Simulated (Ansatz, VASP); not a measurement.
# One calculation of RbBr, two programs

```
CELL_PARAMETERS angstrom
0.00000 3.46083 3.46083
3.46083 0.00000 3.46083
3.46083 3.46083 0.00000
ATOMIC_POSITIONS crystal
Rb 0.00000 0.00000 0.00000
Br 0.50000 0.50000 0.50000
```

Alike in both runs: task single point; functional PBEsol; k mesh 6 × 6 × 6; no spin polarisation.

|  | VASP | Ansatz |
| --- | --- | --- |
| version | VASP 6.6.1 | Ansatz 0.2.0 |
| potentials or method | VASP PAW PBE potentials, release 64 (Rb_sv, Br) | plane waves, PAW |
| plane-wave cutoff (eV) | 500 | 420 |
| occupations | gaussian, width 0.01 eV | fixed |
| valence electrons in the cell | 16 | 16 |

```tsv
	VASP	Ansatz	Ansatz less VASP
gap on the k mesh at the Fermi level (eV)	4.15	4.15	+0.002
```

VASP's potentials were made for PBE, not for PBEsol.
